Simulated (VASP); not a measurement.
# TiO2: single point with PBE

TiO2:

```
CELL_PARAMETERS angstrom
5.14500 0.00000 0.00000
0.00000 9.18500 0.00000
0.00000 0.00000 5.44700
ATOMIC_POSITIONS crystal
Ti 0.13862 0.12898 0.90556
Ti 0.63862 0.37102 0.09444
Ti 0.86138 0.62898 0.59444
Ti 0.36138 0.87102 0.40556
Ti 0.86138 0.87102 0.09444
Ti 0.36138 0.62898 0.90556
Ti 0.13862 0.37102 0.40556
Ti 0.63862 0.12898 0.59444
O 0.46462 0.22989 0.89124
O 0.96462 0.27011 0.10876
O 0.53538 0.72989 0.60876
O 0.03538 0.77011 0.39124
O 0.53538 0.77011 0.10876
O 0.03538 0.72989 0.89124
O 0.46462 0.27011 0.39124
O 0.96462 0.22989 0.60876
O 0.81606 0.00977 0.85063
O 0.31606 0.49023 0.14937
O 0.18394 0.50977 0.64937
O 0.68394 0.99023 0.35063
O 0.18394 0.99023 0.14937
O 0.68394 0.50977 0.85063
O 0.81606 0.49023 0.35063
O 0.31606 0.00977 0.64937
```

```json
{"Program": "VASP 6.6.1", "Task": "single point", "Functional": "PBE", "Potentials or basis": "VASP PAW PBE potentials, release 64 (Ti_sv, O)", "Cutoff": "520 eV", "k mesh": "5 × 3 × 4", "Occupations": "fermi-dirac, width 0.01 eV", "Spin": "no spin polarisation", "Dipole correction": "no", "Further INCAR settings": "LREAL = Auto; ALGO = Normal; EDIFF = 1e-06; NBANDS = 114"}
```

```json
{
 "Pressure": "5.4 GPa",
 "Largest force": "0.058 eV/Å",
 "Band gap on the k mesh": "2.36 eV"
}
```

Forces on the atoms (eV/Å):
```
Ti   0.022  0.040 -0.036
Ti   0.022 -0.040  0.036
Ti  -0.022  0.040  0.036
Ti  -0.022 -0.040 -0.036
Ti  -0.022 -0.040  0.036
Ti  -0.022  0.040 -0.036
Ti   0.022 -0.040 -0.036
Ti   0.022  0.040  0.036
O    0.005  0.012 -0.007
O    0.005 -0.012  0.007
O   -0.005  0.012  0.007
O   -0.005 -0.012 -0.007
O   -0.005 -0.012  0.007
O   -0.005  0.012 -0.007
O    0.005 -0.012 -0.007
O    0.005  0.012  0.007
O   -0.036  0.000 -0.036
O   -0.036  0.000  0.036
O    0.036  0.000  0.036
O    0.036  0.000 -0.036
O    0.036  0.000  0.036
O    0.036  0.000 -0.036
O   -0.036  0.000 -0.036
O   -0.036  0.000  0.036
```

Stress tensor (GPa, compression positive):
```
5.00 0.00 0.00
0.00 5.56 0.00
0.00 0.00 5.69
```

Levels at points of the mesh, in eV from the valence-band top:
| k point | band 93 | band 94 | band 95 | band 96 | band 97 | band 98 | band 99 | band 100 |
| --- | --- | --- | --- | --- | --- | --- | --- | --- |
| (0.00, 0.00, 0.00) | -0.48 | -0.23 | -0.17 | 0.00 | 2.36 | 2.72 | 2.87 | 2.88 |
| (0.00, 0.00, 0.50) | -0.65 | -0.65 | -0.60 | -0.60 | 2.78 | 2.78 | 2.98 | 2.98 |

Run time: 5.5 min on 4 MPI ranks on Intel(R) Xeon(R) Platinum 8488C (Sapphire Rapids), with other jobs on the host, peak memory 0.54 GiB a rank.

Caveat: the cell stands under pressure. A k mesh can miss the band edges.
